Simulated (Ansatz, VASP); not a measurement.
**SiO2 in VASP and in Ansatz**

```xyz
6
Lattice="4.1302 0.0000 0.0000 0.0000 4.1302 0.0000 0.0000 0.0000 2.7252" Properties=species:S:1:pos:R:3 pbc="T T T"
Si    2.0651    2.0651    1.3626
Si    0.0000    0.0000    0.0000
O     2.8681    2.8681    0.0000
O     0.8030    3.3272    1.3626
O     1.2621    1.2621    0.0000
O     3.3272    0.8030    1.3626
```

Alike in both runs: task single point; functional LDA; k mesh 6 × 6 × 8; occupations gaussian, width 0.05 eV; no spin polarisation.

|  | VASP | Ansatz |
| --- | --- | --- |
| version | VASP 6.6.1 | Ansatz 0.2.0 |
| potentials or method | VASP PAW LDA potentials, release 64 (Si, O), cutoff 520 eV | scalar-relativistic, plane waves, PAW |
| valence electrons in the cell | 32 | 32 |

Ansatz gave:

```
gap on the k mesh at the Fermi level (eV)                     : 5.49
least direct gap on the mesh (eV)                             : 5.49
pressure (GPa)                                                : -5.0
traceless stress, the component that is largest in VASP (GPa) : -9.47
rms of the force components (eV/Å)                            : 0.046
```

Q: Which values does VASP return?

A: gap on the k mesh at the Fermi level (eV): 5.49; least direct gap on the mesh (eV): 5.49; pressure (GPa): -3.9; traceless stress, the component that is largest in VASP (GPa): -8.96; rms of the force components (eV/Å): 0.056.

Ansatz warns that its potentials were made for another functional, while VASP's fit it. LDA's correlation is that of Perdew and Zunger in VASP and of Perdew and Wang (1992) in Ansatz. Atom by atom the forces differ by 0.010 eV/Å (rms over components).
